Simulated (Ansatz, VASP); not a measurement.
## Two plane-wave programs on IrO

INCAR

```
SYSTEM = IrO
PREC = Accurate ; ENCUT = 600
EDIFF = 1E-6 ; ISMEAR = 0
SIGMA = 0.1 ; LREAL = .False.
LASPH = .True. ; NELM = 100
ALGO = Normal ; ISIF = 3
LWAVE = .False. ; LCHARG = .False.
GGA = PS ; IBRION = 2
NSW = 100 ; EDIFFG = -0.01
```

Contents of KPOINTS:

```
regular mesh
0
Gamma
  16 16 16
  0 0 0
```

POSCAR

```
IrO
1.0
    2.7730180182      0.0000000000      0.0000000000
    0.0000000000      2.7730180182      0.0000000000
    0.0000000000      0.0000000000      2.7730180182
Ir O
1 1
Direct
    0.0000000000      0.0000000000      0.0000000000
    0.5000000000      0.5000000000      0.5000000000
```

Input for Ansatz:

```yaml
crystal:
  lattice:
    - [2.7730180182, 0.0, 0.0]
    - [0.0, 2.7730180182, 0.0]
    - [0.0, 0.0, 2.7730180182]
  atoms:
    - { symbol: Ir, position: [0.0, 0.0, 0.0] }
    - { symbol: O, position: [0.5, 0.5, 0.5] }
basis:
  ecutwfc: 420
kpoints:
  mp_grid: { grid: [16, 16, 16] }
hamiltonian:
  xc: pbesol
scf:
  occupations: { method: gaussian, width: 0.1 }
output:
  forces: true
  stress: true
  eigenvalues: true
  write_density: true
  write_potential: true
  elf: true
  volumetric_format: npy
relax:
  adjacent_minimum: "off"
  f_tol: 0.01
  max_steps: 80
  cell: { stress_tol: 0.05 }
```

Alike in both runs: task relaxation of cell and atoms; functional PBEsol; k mesh 16 × 16 × 16; occupations gaussian, width 0.1 eV; no spin polarisation.

```csv
,VASP,Ansatz
version,VASP 6.6.1,Ansatz 0.2.0
potentials or method,"VASP PAW PBE potentials, release 64 (Ir, O), cutoff 600 eV","scalar-relativistic, plane waves, PAW"
valence electrons in the cell,15,23
```

```csv
,VASP,Ansatz,Ansatz less VASP
"gap on the k mesh at the Fermi level, each at its own relaxed structure (eV)",none,none,-
relaxed volume (Å³/atom),10.67,10.66,-0.015
relaxed cell length with the largest relative difference (Å),2.774,2.773,-0.0013
```

VASP's potentials were made for PBE, not for PBEsol. A gap of «none» marks a metal or a gap that the smearing closes. VASP's potentials hold 15 valence electrons a cell and Ansatz's 23, so a difference there can come from the potentials and not from the codes.

Neither program's run includes spin-orbit coupling.
